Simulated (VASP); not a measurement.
Input of a VASP 6.6.1 run:

File INCAR:

```
SYSTEM = Mg2Sn
  ALGO = Normal
  EDIFF = 1E-6
  ENCUT = 600
  GGA_COMPAT = .FALSE.
  ISIF = 2
  ISMEAR = -1
  LASPH = .TRUE.
  LCHARG = .FALSE.
  LREAL = .FALSE.
  LWAVE = .FALSE.
  NBANDS = 16
  NELM = 120
  PREC = Accurate
  SIGMA = 0.08
```

File KPOINTS:

```
k-points
0
G
  10 10 10
  0 0 0
```

The input POSCAR:

```
Mg2Sn
1.0
    0.0000000000      2.9890228246      2.9890228246
    2.9890228246      0.0000000000      2.9890228246
    2.9890228246      2.9890228246      0.0000000000
Mg Sn
2 1
Direct
    0.2500000000      0.2500000000      0.2500000000
    0.7500000000      0.7500000000      0.7500000000
    0.0000000000      0.0000000000      0.0000000000
```

Potentials or basis: VASP PAW LDA potentials, release 64 (Mg, Sn_d).

Command:

```sh
$ cat potpaw_LDA.64/Mg/POTCAR potpaw_LDA.64/Sn_d/POTCAR > POTCAR
$ mpirun -np 1 vasp_std > vasp.out
```

Q: What does it give for the band gap on the k mesh?

A: Zero (bands 9 and 10 overlap by 0.31 eV).

Q: Estimate the pressure.

A: 29.8 GPa.

Caveat: the cell stands under pressure; spin-orbit coupling is left out, which moves the levels of the heavy elements.
